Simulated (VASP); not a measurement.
# AlN (P6_3mc) in VASP: settings compared

Aim: see how the results for AlN move with the level of theory and the settings. Levels: LDA, r2SCAN, PBE. Tasks: single point.

All numbers are computed with VASP 6.6.1; they aren't measurements. Logs are shortened: lines on timing, memory, paths and dates and some standing lists are left out, and cuts for length are marked.

**The experiment to reproduce.**

From “Structural and optical properties of self-assembled AlN nanowires grown on SiO2/Si substrates by molecular beam epitaxy”, 2024, arxiv:2402.00216, for a bulk crystal of AlN at 0 K: band gap 6.0343 eV (an exciton energy, a little under the gap).

The results are compared with them further down.

### 1 The cell of the first run

The structure is hexagonal, space group P6_3mc (No. 186). Conventional cell: a = 3.107 Å, b = 3.107 Å, c = 4.979 Å, α = 90.00°, β = 90.00°, γ = 120.00°. Al (site symmetry 3m) has 4 N at 1.89 to 1.90 Å within 2.5 Å. Within 2.5 Å of N (site symmetry 3m) lie 4 Al at 1.89 to 1.90 Å.

### 2 Single point, LDA

INCAR

```
PREC     = Accurate       # precision mode
ENCUT    = 520            # plane-wave cutoff, eV
EDIFF    = 1E-6           # SCF threshold, eV
ISMEAR   = 0              # smearing method
SIGMA    = 0.01           # smearing width, eV
LREAL    = False          # projectors in reciprocal space
LASPH    = True           # aspherical terms in the spheres
NELM     = 80             # most SCF steps
ALGO     = Normal         # electronic algorithm
ISIF     = 2              # what is computed and relaxed
LWAVE    = False          # write WAVECAR
LCHARG   = False          # write CHGCAR
NBANDS   = 16             # bands
```

KPOINTS

```
Automatic mesh
0
Gamma
  6 6 4
```

POSCAR

```
AlN
1.0
    3.1066945036      0.0000000000      0.0000000000
   -1.5533472518      2.6904763619      0.0000000000
    0.0000000000      0.0000000000      4.9785885494
Al N
2 2
Direct
    0.3333333333      0.6666666667     -0.0007956041
    0.6666666667      0.3333333333      0.4992043959
    0.3333333333      0.6666666667      0.3807956041
    0.6666666667      0.3333333333      0.8807956041
```

Potentials or basis: VASP PAW LDA potentials, release 64 (Al, N).

Launch:

```console
$ cat potpaw_LDA.64/Al/POTCAR potpaw_LDA.64/N/POTCAR > POTCAR
$ mpirun -np 1 vasp_std > vasp.out
```

OUTCAR:

```text
PREC = Accurate
   ENCUT = 520
   EDIFF = 1E-6
   ISMEAR = 0
   LREAL = False
   LASPH = True
   NELM = 80
   ISIF = 2

 ion  position               nearest neighbor table
   1  0.333  0.667  0.999-   4 1.89   4 1.89   4 1.89   3 1.90   2 3.07   2 3.07   2 3.07   2 3.07
                             2 3.07   2 3.07
   2  0.667  0.333  0.499-   3 1.89   3 1.89   3 1.89   4 1.90   1 3.07   1 3.07   1 3.07   1 3.07
                             1 3.07   1 3.07
   3  0.333  0.667  0.381-   2 1.89   2 1.89   2 1.89   1 1.90
   4  0.667  0.333  0.881-   1 1.89   1 1.89   1 1.89   2 1.90

  LATTYP: Found a hexagonal cell.
 ALAT       =     3.1066945036
 C/A-ratio  =     1.6025356029

  Lattice vectors:

 A1 = (   3.1066945036,   0.0000000000,   0.0000000000)
 A2 = (  -1.5533472518,   2.6904763619,   0.0000000000)
 A3 = (   0.0000000000,   0.0000000000,   4.9785885494)

Analysis of symmetry for initial positions (statically):
=====================================================================
 Subroutine PRICEL returns:
 Original cell was already a primitive cell.

 Routine SETGRP: Setting up the symmetry group for a
 hexagonal supercell.

 Subroutine GETGRP returns: Found 12 space group operations
 (whereof  6 operations were pure point group operations)
 out of a pool of 24 trial point group operations.

The static configuration has the point symmetry C_3v.
 The point group associated with its full space group is C_6v.

Analysis of symmetry for dynamics (positions and initial velocities):
=====================================================================
 Subroutine PRICEL returns:
 Original cell was already a primitive cell.

 Routine SETGRP: Setting up the symmetry group for a
 hexagonal supercell.

 Subroutine GETGRP returns: Found 12 space group operations
 (whereof  6 operations were pure point group operations)
 out of a pool of 24 trial point group operations.

The dynamic configuration has the point symmetry C_3v.
 The point group associated with its full space group is C_6v.

 Subroutine INISYM returns: Found 12 space group operations
 (whereof  6 operations are pure point group operations),
 and found     1 'primitive' translations

----------------------------------------------------------------------------------------

                                     Primitive cell
[... 90 lines left out ...]
   NELM   =     80;   NELMIN=  2; NELMDL= -5     # of ELM steps
   EDIFF  = 0.1E-05   stopping-criterion for ELM
   LREAL  =      F    real-space projection
   EDIFFG = 0.1E-04   stopping-criterion for IOM
   NSW    =      0    number of steps for IOM
   IBRION =     -1    ionic relax: 0-MD 1-quasi-New 2-CG
   NFREE  =      0    steps in history (QN), initial steepest desc. (CG)
   ISIF   =      2    stress and relaxation
   ISYM   =      2    0-nonsym 1-usesym 2-fastsym
   POTIM  = 0.5000    time-step for ionic-motion
   TEBEG  =    0.0;   TEEND  =   0.0 temperature during run
   PSTRESS=    0.0 pullay stress
   NELECT =      16.0000    total number of electrons
   NUPDOWN=      -1.0000    fix difference up-down
   EMIN   =  10.00;   EMAX   =-10.00  energy-range for DOS
   EFERMI =   0.00;   METHOD = LEGACY
   ISMEAR =     0;   SIGMA  =   0.01  broadening in eV -4-tet -1-fermi 0-gaus
   EFERMI_NEDOS =   21; number of points for ismear=-14 and -15
   IALGO  =     38    algorithm
   IMIX   =      4    mixing-type and parameters
     AMIX     =   0.40;   BMIX     =  1.00
     AMIX_MAG =   1.60;   BMIX_MAG =  1.00
  volume/ion in A,a.u.               =      10.40        70.21
  Fermi-wavevector in a.u.,A,eV,Ry     =   1.190429  2.249585 19.281105  1.417121
  Thomas-Fermi vector in A             =   2.326514
   LORBIT       =      0    0 simple, 1 ext, 2 COOP (PROOUT), +10 PAW based schemes
   GGA     = CA    functional components
   LHFCALC =     F    Hartree Fock is set to
   AEXX    =    0.0000 exact exchange contribution
   IVDW    =     0    specifies the selected vdW correction
   LEPSILON=     F    determine dielectric tensor
   LRPA    =     F    only Hartree local field effects (RPA)
 non-spin polarized calculation
 Gauss-broadening in eV      SIGMA  =   0.01
  energy-cutoff  :      520.00
  volume of cell :       41.61
 maximum number of plane-waves:      1152
 NGX is ok and might be reduce to    24
   NGX = 11   NGY = 11   NGZ = 19

 number of electron      15.9999999 magnetization

 Free energy of the ion-electron system (eV)
  ---------------------------------------------------
  ext. energy  EPLUGINS =         0.00000000
  ---------------------------------------------------
  free energy    TOTEN  =       -32.83376307 eV

  energy without entropy =      -32.83376307  energy(sigma->0) =      -32.83376307

 E-fermi :   5.9732     XC(G=0): -11.2614

 val. band max:        5.9226343421   @ k =   0.0000   0.0000   0.0000
 cond. band min:      10.1880241995   @ k =   0.0000   0.0000   0.0000
 fundamental gap:      4.2653898573
 Fermi energy:         5.9731791644

 k-point     1 :       0.0000    0.0000    0.0000
  band No.  band energies     occupation
      1      -9.1254      2.00000
      2      -6.8966      2.00000
      3      -0.1417      2.00000
      4       5.0598      2.00000
      5       5.0598      2.00000
      6       5.7134      2.00000
[... 376 lines left out ...]
      3       1.0340      2.00000
      4       1.0340      2.00000
      5       2.0037      2.00000
      6       2.0037      2.00000
[... 8 lines left out ...]
     15      19.6002      0.00000
     16      19.6002      0.00000

------------------------ aborting loop because EDIFF is reached ----------------------------------------

  FORCE on cell =-STRESS in cart. coord.  units (eV):
  Direction    XX          YY          ZZ          XY          YZ          ZX
  --------------------------------------------------------------------------------------
  -------------------------------------------------------------------------------------
  Total       -0.8389415     -0.8389415     -0.8523100      0.0000000      0.0000000      0.0000000
  in kB      -32.3004290    -32.3004290    -32.8151337      0.0000000      0.0000000      0.0000000
  external PRESSURE =     -32.4719972 kB  Pullay stress =       0.0000000 kB

 VOLUME and BASIS-vectors are now :
 -----------------------------------------------------------------------------
  energy-cutoff  :      520.00
  volume of cell :       41.61
      direct lattice vectors                 reciprocal lattice vectors
     3.106694504  0.000000000  0.000000000     0.321885528  0.185840696  0.000000000
    -1.553347252  2.690476362  0.000000000     0.000000000  0.371681392  0.000000000
     0.000000000  0.000000000  4.978588549     0.000000000  0.000000000  0.200860141

 POSITION                                       TOTAL-FORCE (eV/Angst)
 -----------------------------------------------------------------------------------
     -0.00000      1.79365      4.97463        -0.000000      0.000000     -0.003183
      1.55335      0.89683      2.48533         0.000000     -0.000000     -0.003183
     -0.00000      1.79365      1.89582        -0.000000      0.000000      0.003183
      1.55335      0.89683      4.38512         0.000000     -0.000000      0.003183
 -----------------------------------------------------------------------------------
    total drift:                               -0.000000      0.000000     -0.000800

  FREE ENERGIE OF THE ION-ELECTRON SYSTEM (eV)
  ---------------------------------------------------
  free  energy   TOTEN  =       -32.8337630688 eV

  energy  without entropy=      -32.8337630688  energy(sigma->0) =      -32.83376307
```

OSZICAR:

```text
N       E                     dE             d eps       ncg     rms          rms(c)
DAV:   1     0.365539573238E+02    0.36554E+02   -0.74637E+03   672   0.905E+02
DAV:   2    -0.347976434698E+02   -0.71352E+02   -0.65310E+02   928   0.174E+02
DAV:   3    -0.378829409178E+02   -0.30853E+01   -0.30773E+01   864   0.376E+01
DAV:   4    -0.378983868651E+02   -0.15446E-01   -0.15445E-01   808   0.318E+00
DAV:   5    -0.378985405960E+02   -0.15373E-03   -0.15373E-03   864   0.308E-01    0.123E+01
DAV:   6    -0.329481344523E+02    0.49504E+01   -0.11445E+01   704   0.240E+01    0.434E+00
DAV:   7    -0.328951727489E+02    0.52962E-01   -0.50034E-01   784   0.466E+00    0.282E+00
DAV:   8    -0.328364288689E+02    0.58744E-01   -0.69663E-02   680   0.222E+00    0.345E-01
DAV:   9    -0.328336563891E+02    0.27725E-02   -0.55513E-03   840   0.533E-01    0.221E-01
DAV:  10    -0.328338140955E+02   -0.15771E-03   -0.63147E-04   744   0.154E-01    0.112E-01
DAV:  11    -0.328337634764E+02    0.50619E-04   -0.91403E-05   752   0.702E-02    0.201E-02
DAV:  12    -0.328337630688E+02    0.40759E-06   -0.15591E-06   656   0.970E-03
   1 F= -.32833763E+02 E0= -.32833763E+02  d E =-.314629E-15
```

It took 19 s on 1 thread of AMD EPYC 7R43 (Zen 3), shared host; peak memory 0.11 GiB.

Results:

| Item | Value |
| --- | --- |
| Free energy | -32.8338 eV |
| Pressure | -3.2 GPa |
| Largest force | 0.003 eV/Å |
| Band gap on the k mesh | 4.27 eV, direct |

Forces on the atoms (eV/Å):
```
Al   0.000  0.000 -0.003
Al   0.000  0.000 -0.003
N    0.000  0.000  0.003
N    0.000  0.000  0.003
```

### 3 Single point, r2SCAN

POSCAR is that of step 2.

INCAR.step1

```
SYSTEM = AlN
ALGO     = Normal         ! electronic algorithm
EDIFF    = 1E-4           ! SCF threshold, eV
ENCUT    = 520            ! plane-wave cutoff, eV
GGA      = PE             ! functional
ISMEAR   = 0              ! smearing method
LASPH    = .TRUE.         ! aspherical terms in the spheres
LCHARG   = .FALSE.        ! write CHGCAR
LREAL    = .FALSE.        ! projectors in reciprocal space
LWAVE    = .TRUE.         ! write WAVECAR
NBANDS   = 16             ! bands
NELM     = 100            ! most SCF steps
PREC     = Accurate       ! precision mode
SIGMA    = 0.01           ! smearing width, eV
```

INCAR.step2

```
SYSTEM = AlN
ALGO     = Normal         ! electronic algorithm
EDIFF    = 1E-6           ! SCF threshold, eV
ENCUT    = 520            ! plane-wave cutoff, eV
ISIF     = 2              ! what is computed and relaxed
ISMEAR   = 0              ! smearing method
ISTART   = 1            
LASPH    = .TRUE.         ! aspherical terms in the spheres
LCHARG   = .FALSE.        ! write CHGCAR
LMIXTAU  = .TRUE.       
LREAL    = .FALSE.        ! projectors in reciprocal space
LWAVE    = .FALSE.        ! write WAVECAR
METAGGA  = R2SCAN         ! meta-GGA
NBANDS   = 16             ! bands
NELM     = 100            ! most SCF steps
PREC     = Accurate       ! precision mode
SIGMA    = 0.01           ! smearing width, eV
```

KPOINTS

```
k-points
0
G
  6 6 4
  0 0 0
```

Potentials or basis: VASP PAW PBE potentials, release 64 (Al, N).

Launch:

```console
$ cat potpaw_PBE.64/Al/POTCAR potpaw_PBE.64/N/POTCAR > POTCAR
$ cp INCAR.step1 INCAR
$ mpirun -np 1 vasp_std > vasp.out
$ cp INCAR.step2 INCAR
$ mpirun -np 1 vasp_std > vasp.out
```

It took 85 s on 1 thread of AMD EPYC 7R43 (Zen 3), shared host; peak memory 0.12 GiB.

Results (log left out):

- Free energy: -38.4554 eV
- Pressure: -0.4 GPa
- Largest force: 0.004 eV/Å
- Band gap on the k mesh: 4.92 eV, direct

Forces in eV/Å, atoms in the order of the input:
```
Al   0.000  0.000 -0.004
Al   0.000  0.000 -0.004
N    0.000  0.000  0.004
N    0.000  0.000  0.004
```

Levels at points of the mesh, in eV from the valence-band top:
| k point | band 5 | band 6 | band 7 | band 8 | band 9 | band 10 | band 11 | band 12 |
| --- | --- | --- | --- | --- | --- | --- | --- | --- |
| (0.00, 0.00, 0.00) | -0.88 | -0.22 | -0.22 | 0.00 | 4.92 | 7.54 | 11.62 | 12.04 |
| (0.50, 0.00, 0.00) | -3.39 | -2.14 | -1.77 | -0.71 | 6.45 | 6.56 | 9.05 | 11.26 |
| (0.00, 0.00, 0.50) | -0.56 | -0.56 | -0.56 | -0.56 | 7.26 | 7.26 | 11.32 | 11.32 |
| (0.50, 0.00, 0.50) | -1.50 | -1.50 | -1.39 | -1.39 | 6.00 | 6.00 | 10.15 | 10.15 |

Caveat: the PAW data sets were made with another functional, which shifts forces and pressure a little.

### 4 Single point, PBE

INCAR

```
ALGO = Normal
EDIFF = 1E-6
ENCUT = 520
GGA = PE
ISIF = 2
ISMEAR = 0
LASPH = True
LCHARG = True
LELF = True
LREAL = False
LVHAR = True
LWAVE = False
NBANDS = 16
NELM = 60
PREC = Accurate
SIGMA = 0.01
```

KPOINTS

```
k-points
0
Gamma
  9 9 4
```

POSCAR is that of step 3.

Launch:

```console
$ cat potpaw_PBE.64/Al/POTCAR potpaw_PBE.64/N/POTCAR > POTCAR
$ mpirun -np 1 vasp_std > vasp.out
```

It took 29 s on 1 thread of AMD EPYC 7R43 (Zen 3), shared host; peak memory 0.12 GiB.

Results (log left out):

```
Free energy            : -29.7678 eV
Pressure               : 4.4 GPa
Largest force          : 0.009 eV/Å
Band gap on the k mesh : 4.24 eV, direct
```

Forces in eV/Å, atoms in the order of the input:
```
Al   0.000  0.000 -0.009
Al   0.000  0.000 -0.009
N    0.000  0.000  0.009
N    0.000  0.000  0.009
```

Stress tensor (GPa, compression positive):
```
4.45 0.00 0.00
0.00 4.45 0.00
0.00 0.00 4.30
```

Levels at points of the mesh, in eV from the valence-band top:
```csv
k point,band 5,band 6,band 7,band 8,band 9,band 10,band 11,band 12
"(0.00, 0.00, 0.00)",-0.86,-0.21,-0.21,0.00,4.24,6.70,10.64,11.19
"(0.00, 0.00, 0.50)",-0.54,-0.54,-0.54,-0.54,6.51,6.51,10.35,10.35
```

### 5 The runs side by side

| level | potentials or basis | k mesh | gap on the mesh (eV) | pressure (GPa) |
| --- | --- | --- | --- | --- |
| LDA | VASP PAW LDA potentials, release 64 (Al, N) | 6 × 6 × 4 | 4.27 | -3.2 |
| r2SCAN | VASP PAW PBE potentials, release 64 (Al, N) | 6 × 6 × 4 | 4.92 | -0.4 |
| PBE | VASP PAW PBE potentials, release 64 (Al, N) | 9 × 9 × 4 | 4.24 | 4.4 |

Alike in all rows: task single point; no spin polarisation; cell as given; cutoff (eV) 520; smearing gaussian 0.01 eV.

Caveats: the PAW data sets were made with another functional, which shifts forces and pressure a little (some runs).

Total energies depend on the potentials used, so only differences within one code and one set of settings carry meaning.

### 6 Comparison with measurements

Step 3. Against the measured gap of AlN, 6.0343 eV (an exciton energy, a little under the gap; 0 K; quoted in “Structural and optical properties of self-assembled AlN nanowires grown on SiO2/Si substrates by molecular beam epitaxy”, 2024, arxiv:2402.00216), the calculated 4.92 eV is off by -1.11 eV. 2 values of this kind are on record (6.034 to 6.0343 eV); this one was drawn at random. The value is that of r2SCAN, without temperature or zero-point motion.
